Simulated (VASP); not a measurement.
# NaF (Villiaumite) (Fm-3m) in VASP: a series of runs

The runs below take NaF (Villiaumite) through single point, with LDA.

All numbers are computed with VASP 6.6.1; they aren't measurements. Logs are shortened: lines on timing, memory, paths and dates and some standing lists are left out, and cuts for length are marked.

## Step 1: The cell of the first run

Symmetry: Fm-3m, No. 225, cubic system. Conventional cell: a = 4.640 Å, b = 4.640 Å, c = 4.640 Å, α = 90.00°, β = 90.00°, γ = 90.00°. Na (site symmetry m-3m) has 6 F at 2.32 Å within 3.1 Å. F (site symmetry m-3m) has 6 Na at 2.32 Å within 3.1 Å.

## Step 2: Single point, LDA

File INCAR:

```
ALGO = Normal
EDIFF = 1E-7
ENCUT = 520
GGA = CA
ISIF = 2
ISMEAR = -1
LASPH = T
LCHARG = F
LREAL = F
LWAVE = F
NBANDS = 14
NELM = 60
PREC = Accurate
SIGMA = 0.05
```

File KPOINTS:

```
k-points
0
Gamma
  10 10 10
```

File POSCAR:

```
NaF
1.0
    0.0000000000      2.3200000000      2.3200000000
    2.3200000000      0.0000000000      2.3200000000
    2.3200000000      2.3200000000      0.0000000000
Na F
1 1
Direct
    0.0000000000      0.0000000000      0.0000000000
    0.5000000000      0.5000000000      0.5000000000
```

Potentials or basis: VASP PAW LDA potentials, release 64 (Na_pv, F).

Command:

```
cat potpaw_LDA.64/Na_pv/POTCAR potpaw_LDA.64/F/POTCAR > POTCAR
mpirun -np 1 vasp_std > vasp.out
```

OUTCAR:

```text
EDIFF = 1E-7
   ENCUT = 520
   GGA = CA
   ISIF = 2
   ISMEAR = -1
   LASPH = T
   LREAL = F
   NELM = 60
   PREC = Accurate

 ion  position               nearest neighbor table
   1  0.000  0.000  0.000-   2 2.32   2 2.32   2 2.32   2 2.32   2 2.32   2 2.32
   2  0.500  0.500  0.500-   1 2.32   1 2.32   1 2.32   1 2.32   1 2.32   1 2.32

  LATTYP: Found a face centered cubic cell.
 ALAT       =     4.6400000000

  Lattice vectors:

 A1 = (   0.0000000000,   2.3200000000,   2.3200000000)
 A2 = (   2.3200000000,   0.0000000000,   2.3200000000)
 A3 = (   2.3200000000,   2.3200000000,   0.0000000000)

Analysis of symmetry for initial positions (statically):
=====================================================================
 Subroutine PRICEL returns:
 Original cell was already a primitive cell.

 Routine SETGRP: Setting up the symmetry group for a
 face centered cubic supercell.

 Subroutine GETGRP returns: Found 48 space group operations
 (whereof 48 operations were pure point group operations)
 out of a pool of 48 trial point group operations.

The static configuration has the point symmetry O_h .

Analysis of symmetry for dynamics (positions and initial velocities):
=====================================================================
 Subroutine PRICEL returns:
 Original cell was already a primitive cell.

 Routine SETGRP: Setting up the symmetry group for a
 face centered cubic supercell.

 Subroutine GETGRP returns: Found 48 space group operations
 (whereof 48 operations were pure point group operations)
 out of a pool of 48 trial point group operations.

The dynamic configuration has the point symmetry O_h .

 Subroutine INISYM returns: Found 48 space group operations
 (whereof 48 operations are pure point group operations),
 and found     1 'primitive' translations

----------------------------------------------------------------------------------------

                                     Primitive cell

  volume of cell :      24.9743

  direct lattice vectors                    reciprocal lattice vectors
     0.000000000  2.320000000  2.320000000    -0.215517241  0.215517241  0.215517241
     2.320000000  0.000000000  2.320000000     0.215517241 -0.215517241  0.215517241
     2.320000000  2.320000000  0.000000000     0.215517241  0.215517241 -0.215517241

[... 83 lines left out ...]
   EDIFF  = 0.1E-06   stopping-criterion for ELM
   LREAL  =      F    real-space projection
   EDIFFG = 0.1E-05   stopping-criterion for IOM
   NSW    =      0    number of steps for IOM
   IBRION =     -1    ionic relax: 0-MD 1-quasi-New 2-CG
   NFREE  =      0    steps in history (QN), initial steepest desc. (CG)
   ISIF   =      2    stress and relaxation
   ISYM   =      2    0-nonsym 1-usesym 2-fastsym
   POTIM  = 0.5000    time-step for ionic-motion
   TEBEG  =    0.0;   TEEND  =   0.0 temperature during run
   PSTRESS=    0.0 pullay stress
   NELECT =      14.0000    total number of electrons
   NUPDOWN=      -1.0000    fix difference up-down
   EMIN   =  10.00;   EMAX   =-10.00  energy-range for DOS
   EFERMI =   0.00;   METHOD = LEGACY
   ISMEAR =    -1;   SIGMA  =   0.05  broadening in eV -4-tet -1-fermi 0-gaus
   EFERMI_NEDOS =   21; number of points for ismear=-14 and -15
   IALGO  =     38    algorithm
   IMIX   =      4    mixing-type and parameters
     AMIX     =   0.40;   BMIX     =  1.00
     AMIX_MAG =   1.60;   BMIX_MAG =  1.00
  volume/ion in A,a.u.               =      12.49        84.27
  Fermi-wavevector in a.u.,A,eV,Ry     =   1.349852  2.550851 24.791186  1.822101
  Thomas-Fermi vector in A             =   2.477405
   LORBIT       =      0    0 simple, 1 ext, 2 COOP (PROOUT), +10 PAW based schemes
   GGA     = CA    functional components
   LHFCALC =     F    Hartree Fock is set to
   AEXX    =    0.0000 exact exchange contribution
   IVDW    =     0    specifies the selected vdW correction
   LEPSILON=     F    determine dielectric tensor
   LRPA    =     F    only Hartree local field effects (RPA)
 non-spin polarized calculation
  energy-cutoff  :      520.00
  volume of cell :       24.97
 maximum number of plane-waves:       692
   NGX = 13   NGY = 13   NGZ = 13

 number of electron      13.9999978 magnetization

 Free energy of the ion-electron system (eV)
  ---------------------------------------------------
  ext. energy  EPLUGINS =         0.00000000
  ---------------------------------------------------
  free energy    TOTEN  =        -9.30268000 eV

  energy without entropy =       -9.30268000  energy(sigma->0) =       -9.30268000

 E-fermi :  -1.3361     XC(G=0):  -9.9245

 val. band max:       -2.5287452138   @ k =   0.0000   0.0000   0.0000
 cond. band min:       3.4064870170   @ k =   0.0000   0.0000   0.0000
 fundamental gap:      5.9352322308
 Fermi energy:        -1.3361463927

 k-point     1 :       0.0000    0.0000    0.0000
  band No.  band energies     occupation
      1     -21.3005      2.00000
      2     -21.3005      2.00000
      3     -21.3005      2.00000
      4     -21.2819      2.00000
      5      -2.5287      2.00000
      6      -2.5287      2.00000
      7      -2.5287      2.00000
      8       3.4065      0.00000
      9      15.9790      0.00000
     10      15.9790      0.00000
     11      15.9790      0.00000
     12      18.7816      0.00000
     13      21.0061      0.00000
     14      21.0061      0.00000
[... 377 lines left out ...]
      1     -21.7084      2.00000
      2     -21.3506      2.00000
      3     -21.3425      2.00000
      4     -20.7402      2.00000
      5      -3.7517      2.00000
      6      -2.9247      2.00000
      7      -2.8662      2.00000
      8       7.6610      0.00000
      9      10.8476      0.00000
     10      13.7480      0.00000
     11      16.5968      0.00000
     12      16.6261      0.00000
     13      22.4464      0.00000
     14      23.6324      0.00000

 [... further k-points ...]
[... 5 lines left out ...]
  --------------------------------------------------------------------------------------
  -------------------------------------------------------------------------------------
  Total       -0.7074210     -0.7074210     -0.7074210      0.0000000      0.0000000      0.0000000
  in kB      -45.3831464    -45.3831464    -45.3831464      0.0000000      0.0000000      0.0000000
  external PRESSURE =     -45.3831464 kB  Pullay stress =       0.0000000 kB

 VOLUME and BASIS-vectors are now :
 -----------------------------------------------------------------------------
  energy-cutoff  :      520.00
  volume of cell :       24.97
      direct lattice vectors                 reciprocal lattice vectors
     0.000000000  2.320000000  2.320000000    -0.215517241  0.215517241  0.215517241
     2.320000000  0.000000000  2.320000000     0.215517241 -0.215517241  0.215517241
     2.320000000  2.320000000  0.000000000     0.215517241  0.215517241 -0.215517241

 POSITION                                       TOTAL-FORCE (eV/Angst)
 -----------------------------------------------------------------------------------
      0.00000      0.00000      0.00000         0.000000     -0.000000     -0.000000
      2.32000      2.32000      2.32000        -0.000000      0.000000      0.000000
 -----------------------------------------------------------------------------------
    total drift:                                0.000000     -0.000000      0.000000

  FREE ENERGIE OF THE ION-ELECTRON SYSTEM (eV)
  ---------------------------------------------------
  free  energy   TOTEN  =        -9.3026799988 eV

  energy  without entropy=       -9.3026799988  energy(sigma->0) =       -9.30268000
```

Wall time 5.9 s (1 thread of Intel Xeon 6975P-C, shared host); peak memory 0.13 GiB.

What came out:

* Free energy: -9.3027 eV
* Pressure: -4.5 GPa
* Band gap on the k mesh: 5.94 eV, direct

Levels at points of the mesh, in eV from the valence-band top:
| k point | band 3 | band 4 | band 5 | band 6 | band 7 | band 8 | band 9 | band 10 | band 11 | band 12 |
| --- | --- | --- | --- | --- | --- | --- | --- | --- | --- | --- |
| (0.00, 0.00, 0.00) | -18.77 | -18.75 | 0.00 | 0.00 | 0.00 | 5.94 | 18.51 | 18.51 | 18.51 | 21.31 |
| (0.50, 0.00, 0.00) | -18.78 | -17.83 | -1.65 | -0.26 | -0.26 | 10.36 | 12.06 | 19.62 | 19.62 | 22.41 |
| (0.50, 0.50, 0.00) | -18.83 | -18.48 | -1.32 | -0.42 | -0.42 | 12.72 | 12.83 | 13.20 | 19.27 | 19.27 |

A k mesh can miss the band edges. Expect the measured gap to be larger: semilocal functionals such as LDA lack the derivative discontinuity.

## Step 3: Single point, LDA

This run uses another cell than the first one, of 11.74 Å³/atom, 0.940 times its volume.

File INCAR:

```
SYSTEM = NaF
PREC = Accurate
ENCUT = 520
EDIFF = 1E-7
ISMEAR = -1
SIGMA = 0.05
LREAL = .False.
LASPH = .True.
NELM = 80
ALGO = Normal
ISIF = 2
LWAVE = .False.
LCHARG = .False.
NBANDS = 14
```

File KPOINTS:

```
regular mesh
0
Gamma
  8 8 8
  0 0 0
```

File POSCAR:

```
NaF
1.0
    0.0000000000      2.2726397722      2.2726397722
    2.2726397722      0.0000000000      2.2726397722
    2.2726397722      2.2726397722      0.0000000000
Na F
1 1
Direct
    0.0000000000      0.0000000000      0.0000000000
    0.5000000000      0.5000000000      0.5000000000
```

Potentials or basis: VASP PAW LDA potentials, release 64 (Na_pv, F).

Command:

```
cat potpaw_LDA.64/Na_pv/POTCAR potpaw_LDA.64/F/POTCAR > POTCAR
mpirun -np 1 vasp_std > vasp.out
```

Run time: 9.7 s. Hardware: 1 thread of AMD EPYC 7R13, shared host; peak memory 0.12 GiB.

The run converged. Its results:

* Free energy: -9.3302 eV
* Pressure: -1.7 GPa
* Band gap on the k mesh: 6.27 eV, direct

Levels at points of the mesh, in eV from the valence-band top:
```tsv
k point	band 4	band 5	band 6	band 7	band 8	band 9	band 10	band 11
(0.00, 0.00, 0.00)	-18.60	0.00	0.00	0.00	6.27	18.93	18.93	18.93
(0.50, 0.00, 0.00)	-17.68	-1.80	-0.30	-0.30	10.74	12.59	20.29	20.29
(0.50, 0.50, 0.00)	-18.55	-1.42	-0.45	-0.45	13.02	13.23	13.82	20.07
```

## Step 4: Single point, LDA

This run uses another cell than the first one, of 11.99 Å³/atom, 0.960 times its volume.

File INCAR:

```
ALGO = Normal
EDIFF = 1E-7
ENCUT = 520
ISIF = 2
ISMEAR = -1
LASPH = True
LCHARG = False
LREAL = False
LWAVE = False
NBANDS = 14
NELM = 60
PREC = Accurate
SIGMA = 0.05
```

File KPOINTS:

```
k-points
0
Gamma
  8 8 8
```

File POSCAR:

```
NaF
1.0
    0.0000000000      2.2886448050      2.2886448050
    2.2886448050      0.0000000000      2.2886448050
    2.2886448050      2.2886448050      0.0000000000
Na F
1 1
Direct
    0.0000000000      0.0000000000      0.0000000000
    0.5000000000      0.5000000000      0.5000000000
```

Command:

```
cat potpaw_LDA.64/Na_pv/POTCAR potpaw_LDA.64/F/POTCAR > POTCAR
mpirun -np 1 vasp_std > vasp.out
```

Run time: 12 s. Hardware: 1 thread of AMD EPYC 7R13, shared host; peak memory 0.12 GiB.

The run converged. Its results:

| Property | Result |
| --- | --- |
| Free energy | -9.3241 eV |
| Pressure | -2.7 GPa |
| Band gap on the k mesh | 6.15 eV, direct |

Levels at points of the mesh, in eV from the valence-band top:
| k point | band 5 | band 6 | band 7 | band 8 | band 9 | band 10 |
| --- | --- | --- | --- | --- | --- | --- |
| (0.00, 0.00, 0.00) | 0.00 | 0.00 | 0.00 | 6.15 | 18.79 | 18.79 |
| (0.50, 0.00, 0.00) | -1.75 | -0.29 | -0.29 | 10.61 | 12.41 | 20.06 |
| (0.50, 0.50, 0.00) | -1.39 | -0.44 | -0.44 | 12.96 | 13.05 | 13.60 |

## Step 5: The runs side by side

| cell | k mesh | gap on the mesh (eV) | pressure (GPa) |
| --- | --- | --- | --- |
| a = 3.281 Å, angles 60.0°, 2 atoms | 10 × 10 × 10 | 5.94 | -4.5 |
| a = 3.214 Å, angles 60.0°, 2 atoms | 8 × 8 × 8 | 6.27 | -1.7 |
| a = 3.237 Å, angles 60.0°, 2 atoms | 8 × 8 × 8 | 6.15 | -2.7 |

Alike in all rows: task single point; level LDA; potentials or basis VASP PAW LDA potentials, release 64 (Na_pv, F); no spin polarisation; cutoff (eV) 520; smearing fermi-dirac 0.05 eV.

Absolute energies hang on the potentials; compare differences alone.
